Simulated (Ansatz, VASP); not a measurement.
**BaTiO3 in VASP and in Ansatz**

File POSCAR:

```
BaTiO3
1.0
    2.8400536680     -1.6397057497     -2.3314328258
    0.0000000000      3.2794114995     -2.3314328258
   10.6452842253      6.1460577131      8.7201224524
Ba Ti O
3 3 9
Direct
    0.9952458234      0.9952458234      0.7359275465
    0.9966745084      0.9966745084      0.2019667093
    0.9959601659      0.9959601659      0.4689471279
    0.4835593154      0.4835593154      0.0720707898
    0.4828449729      0.4828449729      0.3390512085
    0.4821306304      0.4821306304      0.6060316271
    0.5100724379      0.0196663480      0.0649973581
    0.5093580954      0.0189520055      0.3319777768
    0.5086437530      0.0182376631      0.5989581954
    0.0196663480      0.5100724379      0.0649973581
    0.0189520055      0.5093580954      0.3319777768
    0.0182376631      0.5086437530      0.5989581954
    0.5097221200      0.5097221200      0.1959261813
    0.5090077775      0.5090077775      0.4629066000
    0.5082934351      0.5082934351      0.7298870186
```

File INCAR.step1:

```
ALGO = Normal
EDIFF = 1E-4
ENCUT = 520
GGA = PE
ISMEAR = 0
LASPH = T
LCHARG = F
LREAL = Auto
LWAVE = T
NBANDS = 73
NELM = 60
PREC = Accurate
SIGMA = 0.05
```

The input INCAR.step2:

```
ALGO = Normal
EDIFF = 1E-7
ENCUT = 520
ISIF = 2
ISMEAR = 0
ISTART = 1
LASPH = T
LCHARG = F
LMIXTAU = T
LREAL = Auto
LWAVE = F
METAGGA = R2SCAN
NBANDS = 73
NELM = 60
PREC = Accurate
SIGMA = 0.05
```

File KPOINTS:

```
k-points
0
Gamma
  6 6 2
```

Input for Ansatz:

```yaml
crystal:
  lattice:
    - [2.840053668, -1.6397057497, -2.3314328258]
    - [0.0, 3.2794114995, -2.3314328258]
    - [10.6452842253, 6.1460577131, 8.7201224524]
  atoms:
    - { symbol: Ba, position: [0.9952458234, 0.9952458234, 0.7359275465] }
    - { symbol: Ba, position: [0.9966745084, 0.9966745084, 0.2019667093] }
    - { symbol: Ba, position: [0.9959601659, 0.9959601659, 0.4689471279] }
    - { symbol: Ti, position: [0.4835593154, 0.4835593154, 0.0720707898] }
    - { symbol: Ti, position: [0.4828449729, 0.4828449729, 0.3390512085] }
    - { symbol: Ti, position: [0.4821306304, 0.4821306304, 0.6060316271] }
    - { symbol: O, position: [0.5100724379, 0.019666348, 0.0649973581] }
    - { symbol: O, position: [0.5093580954, 0.0189520055, 0.3319777768] }
    - { symbol: O, position: [0.508643753, 0.0182376631, 0.5989581954] }
    - { symbol: O, position: [0.019666348, 0.5100724379, 0.0649973581] }
    - { symbol: O, position: [0.0189520055, 0.5093580954, 0.3319777768] }
    - { symbol: O, position: [0.0182376631, 0.508643753, 0.5989581954] }
    - { symbol: O, position: [0.50972212, 0.50972212, 0.1959261813] }
    - { symbol: O, position: [0.5090077775, 0.5090077775, 0.4629066] }
    - { symbol: O, position: [0.5082934351, 0.5082934351, 0.7298870186] }
basis:
  ecutwfc: 500
kpoints:
  mp_grid: { grid: [6, 6, 2] }
hamiltonian:
  xc: r2scan
scf:
  occupations: { method: gaussian, width: 0.05 }
output:
  forces: true
  stress: true
  eigenvalues: true
```

Alike in both runs: task single point; functional r2SCAN; k mesh 6 × 6 × 2; occupations gaussian, width 0.05 eV; no spin polarisation.

|  | VASP | Ansatz |
| --- | --- | --- |
| version | VASP 6.6.1 | Ansatz 0.2.0 |
| potentials or method | VASP PAW PBE potentials, release 64 (Ba_sv, Ti_sv, O), cutoff 520 eV | scalar-relativistic, plane waves, PAW |
| valence electrons in the cell | 120 | 120 |

|  | VASP | Ansatz | Ansatz less VASP |
| --- | --- | --- | --- |
| gap on the k mesh at the Fermi level (eV) | 0.66 | 0.63 | -0.027 |
| least direct gap on the mesh (eV) | 1.58 | 1.54 | -0.037 |
| pressure (GPa) | -1.8 | -3.2 | -1.43 |
| traceless stress, the component that is largest in VASP (GPa) | 0.48 | 0.56 | +0.082 |
| rms of the force components (eV/Å) | 0.413 | 0.413 | 0.0000 |

VASP's potentials were made for PBE, not for r2SCAN. Atom by atom the forces differ by 0.072 eV/Å (rms over components). The functional is the same, so the differences come from potentials, cutoffs and numerics.

Neither program's run includes spin-orbit coupling.
